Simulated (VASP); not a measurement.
## Al: single point with PBE

The system is Al.

```xyz
1
Lattice="-1.6903 1.5447 1.6175 1.6903 -1.5447 1.6175 1.6903 1.5447 -1.6175" Properties=species:S:1:pos:R:3 pbc="T T T"
Al    0.0000    0.0000    0.0000
```

This cell differs from its parent crystal: strain +0.0450 x Voigt [1, -1, 0, 0, 0, 0].

```yaml
Program: VASP 6.6.1
Task: single point
Functional: PBE
Potentials_or_basis: VASP PAW PBE potentials, release 64 (Al)
Cutoff: 520 eV
k_mesh: 26 × 26 × 26
Occupations: gaussian, width 0.15 eV
Spin: no spin polarisation
Dipole_correction: no
Further_INCAR_settings: ALGO = Fast; EDIFF = 1e-06; NBANDS = 8
```

* Pressure: 0.0 GPa
* Band gap on the k mesh: zero (an odd number of electrons rules out a gap without spin polarisation)

Stress tensor (GPa, compression positive):
```
 1.65  0.00  0.00
 0.00 -1.43  0.00
 0.00  0.00 -0.19
```

Levels at points of the mesh, in eV from the Fermi level:
```tsv
k point	band 1	band 2	band 3	band 4
(0.00, 0.00, 0.00)	-10.96	12.15	13.28	13.88
(0.50, 0.00, 0.00)	-4.00	-3.40	7.25	7.38
(0.00, 0.50, 0.00)	-4.43	-4.23	8.92	9.24
(0.50, 0.50, 0.00)	-4.21	-3.78	8.02	8.23
(0.50, 0.50, 0.50)	0.68	1.82	2.36	3.14
```

Wall time 11 min on 1 thread of AMD EPYC 7R43 64-Core Processor (Zen 3), with other jobs on the host, peak memory 0.34 GiB.

Caveat: the cell differs from its parent crystal (strain +0.0450 x Voigt [1, -1, 0, 0, 0, 0]).
